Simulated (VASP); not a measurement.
# GaN (Pmc2_1) in VASP: notebook, part 2 of 2

VASP 6.6.1.

## Step 3: Single point, LDA (mode 11 frozen in at -0.015 Å and mode 13 at -0.091 Å (largest displacements))

File INCAR:

```
PREC     = Accurate       # precision mode
ENCUT    = 520            # plane-wave cutoff, eV
EDIFF    = 1E-7           # SCF threshold, eV
ISMEAR   = 0              # smearing method
SIGMA    = 0.05           # smearing width, eV
LREAL    = F              # projectors in reciprocal space
LASPH    = T              # aspherical terms in the spheres
NELM     = 80             # most SCF steps
ALGO     = Normal         # electronic algorithm
ISIF     = 2              # what is computed and relaxed
LWAVE    = F              # write WAVECAR
LCHARG   = T              # write CHGCAR
GGA      = CA             # functional
LELF     = T              # ELF
LVHAR    = T            
NBANDS   = 46             # bands
```

File KPOINTS:

```
regular mesh
0
Gamma
  8 6 6
```

File POSCAR:

```
GaN
1.0
   -3.1515767111      0.0000000000      0.0000000000
    0.0000000000      0.0000000000     -5.1382481593
    0.0000000000     -5.4586909876      0.0000000000
Ga N
4 4
Direct
    0.5000000000     -0.0018241905      0.1692792081
    0.0000000000     -0.0038891260      0.6640603149
    0.0000000000      0.4961108740      0.3359396851
    0.5000000000      0.4981758095      0.8307207919
    0.5000000000      0.6415299363      0.1670632228
    0.0000000000      0.6424881674      0.6663081758
    0.0000000000      0.1424881674      0.3336918242
    0.5000000000      0.1415299363      0.8329367772
```

Potentials or basis: VASP PAW LDA potentials, release 64 (Ga_d, N).

Launch:

```bash
$ cat potpaw_LDA.64/Ga_d/POTCAR potpaw_LDA.64/N/POTCAR > POTCAR
$ mpirun -np 1 vasp_std > vasp.out
```

OUTCAR:

```text
PREC = Accurate
   ENCUT = 520
   EDIFF = 1E-7
   ISMEAR = 0
   LREAL = F
   LASPH = T
   NELM = 80
   ISIF = 2
   GGA = CA

 ion  position               nearest neighbor table
   1  0.500  0.998  0.169-   5 1.83   7 1.96   7 1.96   8 1.98
   2  0.000  0.996  0.664-   6 1.82   7 1.95   8 1.97   8 1.97
   3  0.000  0.496  0.336-   7 1.82   6 1.95   5 1.97   5 1.97
   4  0.500  0.498  0.831-   8 1.83   6 1.96   6 1.96   5 1.98
   5  0.500  0.642  0.167-   1 1.83   3 1.97   3 1.97   4 1.98
   6  0.000  0.642  0.666-   2 1.82   3 1.95   4 1.96   4 1.96
   7  0.000  0.142  0.334-   3 1.82   2 1.95   1 1.96   1 1.96
[... 1393 lines left out ...]
  Total       -1.7637310     -1.7773002      7.7866973      0.0000000      0.0000000      0.0000000
  in kB      -31.9677051    -32.2136482    141.1342453      0.0000000      0.0000000      0.0000000
  external PRESSURE =      25.6509640 kB  Pullay stress =       0.0000000 kB

 VOLUME and BASIS-vectors are now :
 -----------------------------------------------------------------------------
  energy-cutoff  :      520.00
  volume of cell :       88.40
      direct lattice vectors                 reciprocal lattice vectors
    -3.151576711  0.000000000  0.000000000    -0.317301494  0.000000000  0.000000000
     0.000000000  0.000000000 -5.138248159     0.000000000  0.000000000 -0.194618860
     0.000000000 -5.458690988  0.000000000     0.000000000 -0.183194103  0.000000000

 POSITION                                       TOTAL-FORCE (eV/Angst)
 -----------------------------------------------------------------------------------
     -1.57579     -0.92404     -5.12888         0.000000      0.318586     -1.635929
      0.00000     -3.62490     -5.11826         0.000000     -0.319491     -2.053915
      0.00000     -1.83379     -2.54914         0.000000      0.319491     -2.053915
     -1.57579     -4.53465     -2.55975         0.000000     -0.318586     -1.635929
     -1.57579     -0.91195     -3.29634         0.000000     -0.001531      1.754713
      0.00000     -3.63717     -3.30126         0.000000     -0.004567      1.935132
      0.00000     -1.82152     -0.73214         0.000000      0.004567      1.935132
     -1.57579     -4.54674     -0.72722         0.000000      0.001531      1.754713
 -----------------------------------------------------------------------------------
    total drift:                               -0.000000     -0.000009     -0.001772

  FREE ENERGIE OF THE ION-ELECTRON SYSTEM (eV)
  ---------------------------------------------------
  free  energy   TOTEN  =       -55.4403165370 eV

  energy  without entropy=      -55.4403165370  energy(sigma->0) =      -55.44031654
```

OSZICAR:

```text
N       E                     dE             d eps       ncg     rms          rms(c)
DAV:   1     0.799843720605E+03    0.79984E+03   -0.32769E+04  8294   0.295E+03
DAV:   2     0.982010822526E+02   -0.70164E+03   -0.66411E+03  7528   0.726E+02
DAV:   3    -0.523413848484E+02   -0.15054E+03   -0.14577E+03  8508   0.222E+02
DAV:   4    -0.635525569070E+02   -0.11211E+02   -0.11099E+02  9206   0.634E+01
DAV:   5    -0.639029066096E+02   -0.35035E+00   -0.34958E+00  9318   0.115E+01    0.153E+01
DAV:   6    -0.553853732813E+02    0.85175E+01   -0.25255E+01 13858   0.584E+01    0.425E+00
DAV:   7    -0.555660126858E+02   -0.18064E+00   -0.39138E+00  8196   0.101E+01    0.370E+00
DAV:   8    -0.554779397472E+02    0.88073E-01   -0.53213E-01 11084   0.712E+00    0.110E+00
DAV:   9    -0.554387355867E+02    0.39204E-01   -0.18802E-01 11436   0.541E+00    0.329E-01
DAV:  10    -0.554402736883E+02   -0.15381E-02   -0.14349E-02  8900   0.104E+00    0.213E-01
DAV:  11    -0.554404942452E+02   -0.22056E-03   -0.10011E-03 10280   0.780E-01    0.818E-02
DAV:  12    -0.554403046874E+02    0.18956E-03   -0.69768E-04  9910   0.547E-01    0.231E-02
DAV:  13    -0.554403156224E+02   -0.10935E-04   -0.17454E-04  9666   0.986E-02    0.822E-03
DAV:  14    -0.554403167496E+02   -0.11272E-05   -0.15369E-05  9346   0.379E-02    0.538E-03
DAV:  15    -0.554403164633E+02    0.28629E-06   -0.11156E-06 10292   0.802E-02    0.106E-03
DAV:  16    -0.554403165370E+02   -0.73651E-07   -0.89465E-07  8144   0.996E-03
   1 F= -.55440317E+02 E0= -.55440317E+02  d E =-.678929E-11
```

stdout:

```text
POSCAR found type information on POSCAR GaN
 POSCAR found :  2 types and       8 ions
 scaLAPACK will be used
 LDA part: xc-table for (Slater(with rela. corr.)+CA(PZ))
 , standard interpolation
 POSCAR, INCAR and KPOINTS ok, starting setup
 FFT: planning ... GRIDC
 FFT: planning ... GRID_SOFT
 FFT: planning ... GRID
 WAVECAR not read
 entering main loop
```

Run time: 5.6 min. Hardware: 1 thread of Intel Xeon Platinum 8259CL at 2.50GHz (Skylake/Cascade Lake), shared host; peak memory 0.33 GiB.

Results:

```yaml
Free_energy: -55.4403 eV
Pressure: 2.6 GPa
Largest_force: 2.079 eV/Å
Band_gap_on_the_k_mesh: 2.01 eV
```

Forces on the atoms (eV/Å):
```
Ga   0.000  0.319 -1.636
Ga   0.000 -0.319 -2.054
Ga   0.000  0.319 -2.054
Ga   0.000 -0.319 -1.636
N    0.000 -0.002  1.755
N    0.000 -0.005  1.935
N    0.000  0.005  1.935
N    0.000  0.002  1.755
```

Stress tensor (GPa, compression positive):
```
-3.20  0.00  0.00
 0.00 -3.22  0.00
 0.00  0.00 14.11
```

Levels at points of the mesh, in eV from the valence-band top:
```csv
k point,band 33,band 34,band 35,band 36,band 37,band 38,band 39,band 40
"(0.00, 0.00, 0.00)",-0.84,-0.44,0.00,0.00,2.01,4.47,4.96,5.44
"(0.50, 0.00, 0.00)",-2.51,-2.38,-1.99,-1.97,4.95,5.12,6.69,6.76
"(0.00, 0.50, 0.00)",-0.62,-0.62,-0.62,-0.62,4.15,4.15,4.29,4.29
"(0.50, 0.50, 0.00)",-2.07,-2.07,-1.96,-1.96,5.64,5.64,5.74,5.74
"(0.00, 0.00, 0.50)",-1.19,-1.14,-0.45,-0.38,4.30,4.38,5.99,6.02
"(0.50, 0.00, 0.50)",-2.84,-2.77,-0.88,-0.84,4.89,5.04,5.38,5.51
"(0.00, 0.50, 0.50)",-1.45,-1.45,-1.27,-1.27,5.05,5.05,5.16,5.16
"(0.50, 0.50, 0.50)",-2.02,-2.02,-1.96,-1.96,4.09,4.09,4.23,4.23
```

Caveat: the cell differs from its parent crystal (mode 11 frozen in at -0.015 Å and mode 13 at -0.091 Å (largest displacements)); forces of over 1 eV/Å act on the atoms, so gaps and moduli don't describe the material at rest.
